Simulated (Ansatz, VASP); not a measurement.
Li3ZrN2: VASP beside Ansatz

```xyz
6
Lattice="5.5411 0.0000 0.0000 -2.7706 4.7988 0.0000 0.0000 0.0000 2.4777" Properties=species:S:1:pos:R:3 pbc="T T T"
Li    2.7706    0.0000    0.0000
Li   -1.3853    2.3994    0.0000
Li    1.3853    2.3994    0.0000
Zr    0.0000    0.0000    0.0000
N     0.0000    3.1992    1.2389
N     2.7706    1.5996    1.2387
```

Alike in both runs: functional PBE; k mesh 3 × 3 × 3; occupations gaussian, width 0.15 eV; no spin polarisation.

Ansatz relaxed the structure, and its values are those at the end. VASP's run is a single point on that final structure, the one shown.

|  | VASP | Ansatz |
| --- | --- | --- |
| version | VASP 6.6.1 | Ansatz 0.2.0 |
| potentials or method | VASP PAW PBE potentials, release 64 (Li_sv, Zr_sv, N), cutoff 750 eV | scalar-relativistic, plane waves, PAW |
| valence electrons in the cell | 31 | 31 |

```tsv
	VASP	Ansatz	Ansatz less VASP
gap on the k mesh at the Fermi level (eV)	none	none	-
pressure (GPa)	0.1	0.2	+0.08
```

A gap of «none» marks a metal or a gap that the smearing closes. The functional is the same, so the differences come from potentials, cutoffs and numerics.

The k mesh is coarse, so the values compare programs but aren't converged.
